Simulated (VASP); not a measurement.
Here is a VASP 6.6.1 calculation.

INCAR

```
SYSTEM = Ag
PREC     = Accurate       ! precision mode
ENCUT    = 600            ! plane-wave cutoff, eV
EDIFF    = 1E-7           ! SCF threshold, eV
ISMEAR   = -1             ! smearing method
SIGMA    = 0.05           ! smearing width, eV
LREAL    = .FALSE.        ! projectors in reciprocal space
LASPH    = .TRUE.         ! aspherical terms in the spheres
NELM     = 60             ! most SCF steps
ALGO     = Normal         ! electronic algorithm
ISIF     = 3              ! what is computed and relaxed
LWAVE    = .FALSE.        ! write WAVECAR
LCHARG   = .FALSE.        ! write CHGCAR
GGA      = PE             ! functional
IVDW     = 12             ! dispersion correction
IBRION   = 2              ! ionic algorithm
NSW      = 60             ! ionic steps
EDIFFG   = -0.01          ! ionic threshold
```

KPOINTS

```
Automatic mesh
0
G
  10 10 6
  0 0 0
```

POSCAR

```
Ag
1.0
    2.9300000000      0.0000000000      0.0000000000
   -1.4650000000      2.5374544331      0.0000000000
    0.0000000000      0.0000000000      4.7900000000
Ag
2
Direct
    0.6666666667      0.3333333333      0.7500000000
    0.3333333333      0.6666666667      0.2500000000
```

Potentials or basis: VASP PAW PBE potentials, release 64 (Ag).

Run with:

```console
$ cat potpaw_PBE.64/Ag/POTCAR > POTCAR
$ mpirun -np 1 vasp_std > vasp.out
```

Task: Predict the space group after relaxing (to 0.1 Å).

Result: P6_3/mmc (No. 194).

Task: What does it give for the band gap on the k mesh?

Result: Zero (bands 11 and 12 overlap by 6.57 eV).

Task: Predict the relaxed cell.

Result: a = 2.888 Å, b = 2.888 Å, c = 4.692 Å, α = 90.00°, β = 90.00°, γ = 120.00°.

Step by step:
```tsv
step	energy change (eV)	largest force (eV/Å)	pressure (GPa)	volume (Å³)
1	0.0000	0.0000	-4.75	35.61
2	-0.0182	0.0000	3.30	32.96
3	-0.0273	0.0000	0.01	33.88
4	-0.0274	0.0000	0.01	33.88
5	-0.0274	0.0000	0.01	33.89
```
